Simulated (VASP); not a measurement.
# SrTiO3 (Pm-3m) in VASP: further runs

SrTiO3 is run at these levels: PBE; tasks: single point.

Everything below comes from runs of VASP 6.6.1. Logs are shortened: lines on timing, memory, paths and dates and some standing lists are left out, and cuts for length are marked.

## Step 1: The cell of the first run

The structure is cubic, space group Pm-3m (No. 221). Conventional cell: a = 3.856 Å, b = 3.856 Å, c = 3.856 Å, α = 90.00°, β = 90.00°, γ = 90.00°. Sr (site symmetry m-3m) has 12 O at 2.73 Å and 8 Ti at 3.34 Å within 3.6 Å. Ti (site symmetry m-3m) has 6 O at 1.93 Å within 2.6 Å. O (site symmetry 4/mmm) has 2 Ti at 1.93 Å within 2.6 Å.

## Step 2: Single point, PBE (11.47 Å³/atom)

Contents of INCAR:

```
PREC = Accurate
ENCUT = 520
EDIFF = 1E-6
ISMEAR = 0
SIGMA = 0.01
LREAL = F
LASPH = T
NELM = 80
ALGO = Normal
ISIF = 2
LWAVE = F
LCHARG = F
GGA = PE
NBANDS = 28
```

Contents of KPOINTS:

```
regular mesh
0
Gamma
  6 6 6
```

Contents of POSCAR:

```
SrTiO3
1.0
    3.8560771656      0.0000000000      0.0000000000
    0.0000000000      3.8560771656      0.0000000000
    0.0000000000      0.0000000000      3.8560771656
Sr Ti O
1 1 3
Direct
    0.0000000000      0.0000000000      0.0000000000
    0.5000000000      0.5000000000      0.5000000000
    0.5000000000      0.0000000000      0.5000000000
    0.5000000000      0.5000000000      0.0000000000
    0.0000000000      0.5000000000      0.5000000000
```

Potentials or basis: VASP PAW PBE potentials, release 64 (Sr_sv, Ti_sv, O).

Run with:

```
$ cat potpaw_PBE.64/Sr_sv/POTCAR potpaw_PBE.64/Ti_sv/POTCAR potpaw_PBE.64/O/POTCAR > POTCAR
$ mpirun -np 1 vasp_std > vasp.out
```

OUTCAR:

```text
PREC = Accurate
   ENCUT = 520
   EDIFF = 1E-6
   ISMEAR = 0
   LREAL = F
   LASPH = T
   NELM = 80
   ISIF = 2
   GGA = PE

 ion  position               nearest neighbor table
   1  0.000  0.000  0.000-   3 2.73   4 2.73   5 2.73   3 2.73   5 2.73   4 2.73   5 2.73   5 2.73
                             3 2.73   4 2.73   3 2.73   4 2.73   2 3.34   2 3.34   2 3.34   2 3.34
   2  0.500  0.500  0.500-   3 1.93   4 1.93   5 1.93   4 1.93   3 1.93   5 1.93   1 3.34   1 3.34
                             1 3.34   1 3.34   1 3.34   1 3.34   1 3.34   1 3.34
   3  0.500  0.000  0.500-   2 1.93   2 1.93   1 2.73   1 2.73   1 2.73   1 2.73
   4  0.500  0.500  0.000-   2 1.93   2 1.93   1 2.73   1 2.73   1 2.73   1 2.73
   5  0.000  0.500  0.500-   2 1.93   2 1.93   1 2.73   1 2.73   1 2.73   1 2.73

  LATTYP: Found a simple cubic cell.
 ALAT       =     3.8560771656

  Lattice vectors:

 A1 = (   3.8560771656,   0.0000000000,   0.0000000000)
 A2 = (   0.0000000000,   3.8560771656,   0.0000000000)
 A3 = (   0.0000000000,   0.0000000000,   3.8560771656)

Analysis of symmetry for initial positions (statically):
=====================================================================
 Subroutine PRICEL returns:
 Original cell was already a primitive cell.

 Routine SETGRP: Setting up the symmetry group for a
 simple cubic supercell.

 Subroutine GETGRP returns: Found 48 space group operations
 (whereof 48 operations were pure point group operations)
 out of a pool of 48 trial point group operations.

The static configuration has the point symmetry O_h .

Analysis of symmetry for dynamics (positions and initial velocities):
=====================================================================
 Subroutine PRICEL returns:
 Original cell was already a primitive cell.

 Routine SETGRP: Setting up the symmetry group for a
 simple cubic supercell.

 Subroutine GETGRP returns: Found 48 space group operations
 (whereof 48 operations were pure point group operations)
 out of a pool of 48 trial point group operations.

The dynamic configuration has the point symmetry O_h .

 Subroutine INISYM returns: Found 48 space group operations
 (whereof 48 operations are pure point group operations),
 and found     1 'primitive' translations

----------------------------------------------------------------------------------------

                                     Primitive cell

  volume of cell :      57.3373

  direct lattice vectors                    reciprocal lattice vectors
     3.856077166  0.000000000  0.000000000     0.259330910  0.000000000  0.000000000
     0.000000000  3.856077166  0.000000000     0.000000000  0.259330910  0.000000000
     0.000000000  0.000000000  3.856077166     0.000000000  0.000000000  0.259330910

  length of vectors
     3.856077166  3.856077166  3.856077166     0.259330910  0.259330910  0.259330910

  position of ions in fractional coordinates (direct lattice)
     0.000000000  0.000000000  0.000000000
     0.500000000  0.500000000  0.500000000
     0.500000000  0.000000000  0.500000000
     0.500000000  0.500000000  0.000000000
     0.000000000  0.500000000  0.500000000

  ion indices of the primitive-cell ions
   primitive index   ion index
                 1           1
                 2           2
                 3           3
                 4           4
                 5           5

----------------------------------------------------------------------------------------

 KPOINTS: regular mesh

Automatic generation of k-mesh.
 Grid dimensions read from file:
 generate k-points for:    6    6    6

 Generating k-lattice:

  Cartesian coordinates                     Fractional coordinates (reciprocal lattice)
     0.043221818  0.000000000  0.000000000     0.166666667  0.000000000  0.000000000
     0.000000000  0.043221818  0.000000000     0.000000000  0.166666667  0.000000000
     0.000000000  0.000000000  0.043221818     0.000000000  0.000000000  0.166666667

  Length of vectors
     0.043221818  0.043221818  0.043221818

  Shift w.r.t. Gamma in fractional coordinates (k-lattice)
     0.000000000  0.000000000  0.000000000

 Subroutine IBZKPT returns following result:
 ===========================================

 Found     20 irreducible k-points:

 Following reciprocal coordinates:
            Coordinates               Weight
  0.000000  0.000000  0.000000      1.000000
  0.166667  0.000000  0.000000      6.000000
  0.333333  0.000000  0.000000      6.000000
  0.500000  0.000000  0.000000      3.000000
  0.166667  0.166667  0.000000     12.000000
  0.333333  0.166667  0.000000     24.000000
[... 12 lines left out ...]
  0.500000  0.500000  0.333333      6.000000
  0.500000  0.500000  0.500000      1.000000
   k-points           NKPTS =     20   k-points in BZ     NKDIM =     20   number of bands    NBANDS=     28
   number of dos      NEDOS =    301   number of ions     NIONS =      5
   total plane-waves  NPLWV =  27000
   dimension x,y,z NGX =    30 NGY =   30 NGZ =   30
   dimension x,y,z NGXF=    60 NGYF=   60 NGZF=   60
   ions per type =               1   1   3
   NGX,Y,Z   is equivalent  to a cutoff of  12.93, 12.93, 12.93 a.u.
   NGXF,Y,Z  is equivalent  to a cutoff of  25.87, 25.87, 25.87 a.u.
 SYSTEM =  unknown system
   PREC   = accura    normal or accurate (medium, high low for compatibility)
   ISTART =      0    job   : 0-new  1-cont  2-samecut
   ICHARG =      2    charge: 1-file 2-atom 10-const
   ISPIN  =      1    spin polarized calculation?
   LNONCOLLINEAR =      F non collinear calculations
   LSORBIT =      F    spin-orbit coupling
   LASPH  =      T    aspherical Exc in radial PAW
   ENCUT  =  520.0 eV  38.22 Ry    6.18 a.u.   7.17  7.17  7.17*2*pi/ulx,y,z
   NELM   =     80;   NELMIN=  2; NELMDL= -5     # of ELM steps
   EDIFF  = 0.1E-05   stopping-criterion for ELM
   LREAL  =      F    real-space projection
   EDIFFG = 0.1E-04   stopping-criterion for IOM
   NSW    =      0    number of steps for IOM
   IBRION =     -1    ionic relax: 0-MD 1-quasi-New 2-CG
   NFREE  =      0    steps in history (QN), initial steepest desc. (CG)
   ISIF   =      2    stress and relaxation
   ISYM   =      2    0-nonsym 1-usesym 2-fastsym
   POTIM  = 0.5000    time-step for ionic-motion
   TEBEG  =    0.0;   TEEND  =   0.0 temperature during run
   PSTRESS=    0.0 pullay stress
   NELECT =      40.0000    total number of electrons
   NUPDOWN=      -1.0000    fix difference up-down
   EMIN   =  10.00;   EMAX   =-10.00  energy-range for DOS
   EFERMI =   0.00;   METHOD = LEGACY
   ISMEAR =     0;   SIGMA  =   0.01  broadening in eV -4-tet -1-fermi 0-gaus
   EFERMI_NEDOS =   21; number of points for ismear=-14 and -15
   IALGO  =     38    algorithm
   IMIX   =      4    mixing-type and parameters
     AMIX     =   0.40;   BMIX     =  1.00
     AMIX_MAG =   1.60;   BMIX_MAG =  1.00
  volume/ion in A,a.u.               =      11.47        77.39
  Fermi-wavevector in a.u.,A,eV,Ry     =   1.451941  2.743772 28.682905  2.108134
  Thomas-Fermi vector in A             =   2.569381
   LORBIT       =      0    0 simple, 1 ext, 2 COOP (PROOUT), +10 PAW based schemes
   GGA     = PE    functional components
   LHFCALC =     F    Hartree Fock is set to
   AEXX    =    0.0000 exact exchange contribution
   IVDW    =     0    specifies the selected vdW correction
   LEPSILON=     F    determine dielectric tensor
   LRPA    =     F    only Hartree local field effects (RPA)
 non-spin polarized calculation
 Gauss-broadening in eV      SIGMA  =   0.01
  energy-cutoff  :      520.00
  volume of cell :       57.34
 maximum number of plane-waves:      1568
 NGX is ok and might be reduce to    30
   NGX = 15   NGY = 15   NGZ = 15

 number of electron      40.0000028 magnetization

 Free energy of the ion-electron system (eV)
  ---------------------------------------------------
  ext. energy  EPLUGINS =         0.00000000
  ---------------------------------------------------
  free energy    TOTEN  =       -39.95218059 eV

  energy without entropy =      -39.95218059  energy(sigma->0) =      -39.95218059

 E-fermi :   4.5550     XC(G=0): -11.4721

 val. band max:        4.4811754850   @ k =   0.5000   0.5000   0.5000
 cond. band min:       6.4050825729   @ k =   0.0000   0.0000   0.0000
 fundamental gap:      1.9239070879
 Fermi energy:         4.5550009929

 k-point     1 :       0.0000    0.0000    0.0000
  band No.  band energies     occupation
      1     -51.8269      2.00000
      2     -28.1956      2.00000
      3     -28.0994      2.00000
      4     -28.0994      2.00000
      5     -28.0994      2.00000
      6     -13.0859      2.00000
[... 20 lines left out ...]
     27       9.9274      0.00000
     28      11.0381      0.00000

 k-point     2 :       0.1667    0.0000    0.0000
  band No.  band energies     occupation
      1     -51.8265      2.00000
      2     -28.2298      2.00000
      3     -28.0985      2.00000
      4     -28.0985      2.00000
      5     -28.0795      2.00000
      6     -13.1087      2.00000
[... 20 lines left out ...]
     27      10.4193      0.00000
     28      11.6963      0.00000

 k-point     3 :       0.3333    0.0000    0.0000
  band No.  band energies     occupation
      1     -51.8255      2.00000
      2     -28.2845      2.00000
      3     -28.0967      2.00000
      4     -28.0967      2.00000
      5     -28.0527      2.00000
      6     -13.2502      2.00000
[... 20 lines left out ...]
     27      11.4784      0.00000
     28      12.7250      0.00000

 k-point     4 :       0.5000    0.0000    0.0000
  band No.  band energies     occupation
      1     -51.8250      2.00000
      2     -28.3092      2.00000
      3     -28.0958      2.00000
      4     -28.0958      2.00000
      5     -28.0417      2.00000
      6     -13.3410      2.00000
[... 20 lines left out ...]
     27      12.0963      0.00000
     28      12.6218      0.00000

 k-point     5 :       0.1667    0.1667    0.0000
  band No.  band energies     occupation
      1     -51.8260      2.00000
      2     -28.2386      2.00000
      3     -28.1203      2.00000
      4     -28.0977      2.00000
      5     -28.0628      2.00000
      6     -13.0727      2.00000
[... 20 lines left out ...]
     27      10.8663      0.00000
     28      12.0810      0.00000

 k-point     6 :       0.3333    0.1667    0.0000
  band No.  band energies     occupation
      1     -51.8250      2.00000
      2     -28.2696      2.00000
      3     -28.1239      2.00000
      4     -28.0959      2.00000
      5     -28.0555      2.00000
      6     -13.1161      2.00000
[... 339 lines left out ...]
      5     -28.0975      2.00000
      6     -12.3916      2.00000
[... 20 lines left out ...]
     27      12.6063      0.00000
     28      12.6063      0.00000

 k-point    18 :       0.5000    0.3333    0.3333
  band No.  band energies     occupation
      1     -51.8222      2.00000
      2     -28.1975      2.00000
      3     -28.1581      2.00000
      4     -28.1575      2.00000
      5     -28.1156      2.00000
      6     -12.2204      2.00000
[... 20 lines left out ...]
     27      12.5848      0.00000
     28      13.0000      0.00000

 k-point    19 :       0.5000    0.5000    0.3333
  band No.  band energies     occupation
      1     -51.8217      2.00000
      2     -28.1790      2.00000
      3     -28.1790      2.00000
      4     -28.1568      2.00000
      5     -28.1275      2.00000
      6     -11.8537      2.00000
[... 20 lines left out ...]
     27      12.7050      0.00000
     28      13.3033      0.00000

 k-point    20 :       0.5000    0.5000    0.5000
  band No.  band energies     occupation
      1     -51.8212      2.00000
      2     -28.1779      2.00000
      3     -28.1779      2.00000
      4     -28.1779      2.00000
      5     -28.1220      2.00000
      6     -11.6437      2.00000
[... 20 lines left out ...]
     27      13.3035      0.00000
     28      13.3035      0.00000

------------------------ aborting loop because EDIFF is reached ----------------------------------------

  FORCE on cell =-STRESS in cart. coord.  units (eV):
  Direction    XX          YY          ZZ          XY          YZ          ZX
  --------------------------------------------------------------------------------------
  -------------------------------------------------------------------------------------
  Total        4.5799328      4.5799328      4.5799328      0.0000000     -0.0000000      0.0000000
  in kB      127.9771806    127.9771806    127.9771806      0.0000000     -0.0000000      0.0000000
  external PRESSURE =     127.9771806 kB  Pullay stress =       0.0000000 kB

 VOLUME and BASIS-vectors are now :
 -----------------------------------------------------------------------------
  energy-cutoff  :      520.00
  volume of cell :       57.34
      direct lattice vectors                 reciprocal lattice vectors
     3.856077166  0.000000000  0.000000000     0.259330910  0.000000000  0.000000000
     0.000000000  3.856077166  0.000000000     0.000000000  0.259330910  0.000000000
     0.000000000  0.000000000  3.856077166     0.000000000  0.000000000  0.259330910

 POSITION                                       TOTAL-FORCE (eV/Angst)
 -----------------------------------------------------------------------------------
      0.00000      0.00000      0.00000         0.000000      0.000000      0.000000
      1.92804      1.92804      1.92804         0.000000      0.000000      0.000000
      1.92804      0.00000      1.92804         0.000000      0.000000      0.000000
      1.92804      1.92804      0.00000         0.000000      0.000000      0.000000
      0.00000      1.92804      1.92804         0.000000      0.000000      0.000000
 -----------------------------------------------------------------------------------
    total drift:                                0.000000      0.000000     -0.000000

  FREE ENERGIE OF THE ION-ELECTRON SYSTEM (eV)
  ---------------------------------------------------
  free  energy   TOTEN  =       -39.9521805908 eV

  energy  without entropy=      -39.9521805908  energy(sigma->0) =      -39.95218059
```

Run time: 58 s. Hardware: 1 thread of Intel Xeon 8259CL, shared host; peak memory 0.19 GiB.

Results:

```yaml
Free_energy: -39.9522 eV
Pressure: 12.8 GPa
Band_gap_on_the_k_mesh: 1.92 eV (least direct gap 2.26 eV)
```

Levels at points of the mesh, in eV from the valence-band top:
```csv
k point,band 16,band 17,band 18,band 19,band 20,band 21,band 22,band 23,band 24,band 25
"(0.00, 0.00, 0.00)",-1.23,-1.23,-0.33,-0.33,-0.33,1.92,1.92,1.92,4.57,4.57
"(0.50, 0.00, 0.00)",-2.45,-2.45,-2.11,-0.72,-0.72,2.11,3.98,3.98,4.60,6.92
"(0.50, 0.50, 0.00)",-3.00,-1.69,-1.61,-1.61,-0.10,3.99,3.99,4.46,5.63,8.08
"(0.50, 0.50, 0.50)",-3.84,-3.84,0.00,0.00,0.00,4.71,4.71,4.71,7.09,7.09
```

Caveat: the cell stands under pressure.

(Continued in part 2 of 2.)
